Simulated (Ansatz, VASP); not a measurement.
# Si3Ge in VASP and in Ansatz

```xyz
4
Lattice="3.9158 0.0000 0.0000 0.0000 3.9158 0.0000 0.0000 0.0000 5.5214" Properties=species:S:1:pos:R:3 pbc="T T T"
Si    0.0000    0.0000    0.0000
Si    1.9579    0.0000    4.1737
Si    0.0000    1.9579    1.3477
Ge    1.9579    1.9579    2.7607
```

Alike in both runs: functional PBE; k mesh 6 × 6 × 4; occupations gaussian, width 0.1 eV; no spin polarisation.

Ansatz relaxed the structure, and its values are those at the end. VASP's run is a single point on that final structure, the one shown.

```csv
,VASP,Ansatz
version,VASP 6.6.1,Ansatz 0.2.0
potentials or method,"VASP PAW PBE potentials, release 64 (Si, Ge_d), cutoff 520 eV","scalar-relativistic, plane waves, PAW"
valence electrons in the cell,26,26
```

|  | VASP | Ansatz | Ansatz less VASP |
| --- | --- | --- | --- |
| gap on the k mesh at the Fermi level (eV) | 0.40 | 0.39 | -0.002 |
| least direct gap on the mesh (eV) | 0.67 | 0.67 | -0.002 |
| pressure (GPa) | -0.1 | 0.0 | +0.11 |
